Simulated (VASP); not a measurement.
Write the native input for VASP 6.6.1 that does the following.

```yaml
Task: single point
Functional: PBEsol
Potentials_or_basis: VASP PAW PBE potentials, release 64 (La)
Cutoff: 500 eV
k_mesh: 12 × 12 × 6
Occupations: fermi-dirac, width 0.05 eV
Spin: no spin polarisation
Dipole_correction: no
Further_INCAR_settings: ALGO = Normal; EDIFF = 1e-06; NBANDS = 18
```

The structure of La lies in POSCAR:

```
La
1.0
    3.6669246471      0.0000000000      0.0000000000
   -1.8334623236      3.1756498982      0.0000000000
    0.0000000000      0.0000000000      5.9238664165
La
2
Direct
    0.3333333333      0.6666666667      0.2500000000
    0.6666666667      0.3333333333      0.7500000000
```

These files were run (other wordings do the same):

INCAR

```
SYSTEM = La
PREC = Accurate
ENCUT = 500
EDIFF = 1E-6
ISMEAR = -1
SIGMA = 0.05
LREAL = .False.
LASPH = .True.
NELM = 200
ALGO = Normal
ISIF = 2
LWAVE = .False.
LCHARG = .True.
GGA = PS
LELF = .True.
LVHAR = .True.
NBANDS = 18
GGA_COMPAT = .False.
LMAXMIX = 6
```

KPOINTS

```
Automatic mesh
0
Gamma
  12 12 6
  0 0 0
```

Potentials or basis: VASP PAW PBE potentials, release 64 (La).

Run with:

```bash
$ cat potpaw_PBE.64/La/POTCAR > POTCAR
$ mpirun -np 1 vasp_std > vasp.out
```

Results of the run:

```json
{
 "Pressure": "0.1 GPa",
 "Band gap on the k mesh": "zero (bands 11 and 12 overlap by 1.62 eV)"
}
```

Caveat: the PAW data sets were made with another functional, which shifts forces and pressure a little; spin-orbit coupling is left out, which moves the levels of the heavy elements.

It took 88 s on 1 thread of Intel(R) Xeon(R) Platinum 8375C CPU @ 2.90GHz (Ice Lake), with other jobs on the host, peak memory 0.25 GiB.
